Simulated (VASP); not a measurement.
CuAu, 2 atoms in the cell. Symmetry: P4/mmm, No. 123, tetragonal system. The conventional cell has a = 2.800 Å, b = 2.800 Å, c = 3.670 Å, α = 90.00°, β = 90.00°, γ = 90.00°. Cu (site symmetry 4/mmm) has 8 Au at 2.70 Å and 4 Cu at 2.80 Å within 3.6 Å. Within 3.6 Å of Au (site symmetry 4/mmm) lie 8 Cu at 2.70 Å and 4 Au at 2.80 Å. 

| Property | Result |
| --- | --- |
| Program | VASP 6.6.1 |
| Task | density of states |
| Functional | PBEsol |
| Potentials or basis | VASP PAW PBE potentials, release 64 (Cu, Au) |
| Cutoff | 520 eV |
| k mesh | 13 × 13 × 10 |
| Occupations | fermi-dirac, width 0.05 eV |
| Spin | no spin polarisation |
| Dipole correction | no |
| k mesh for the DOS | 20 × 20 × 15 |
| Occupations for the DOS | tetrahedron |
| Further INCAR settings | ALGO = Normal; EDIFF = 1e-06 |

Potentials or basis: VASP PAW PBE potentials, release 64 (Cu, Au).

The run is started by

```console
$ cat potpaw_PBE.64/Cu/POTCAR potpaw_PBE.64/Au/POTCAR > POTCAR
$ cp INCAR.step1 INCAR
$ cp KPOINTS.step1 KPOINTS
$ mpirun -np 1 vasp_std > vasp.out
$ cp INCAR.step2 INCAR
$ cp KPOINTS.step2 KPOINTS
$ mpirun -np 1 vasp_std > vasp.out
```

Hardware: 1 thread of Intel(R) Xeon(R) Platinum 8259CL CPU @ 2.50GHz (Skylake/Cascade Lake) (shared host).

**Question.** How long does it take, and how much memory?

**Answer.** It took 2.5 min on 1 thread of Intel(R) Xeon(R) Platinum 8259CL CPU @ 2.50GHz (Skylake/Cascade Lake), on a shared host, peak memory 0.38 GiB. Counts: k points 528.
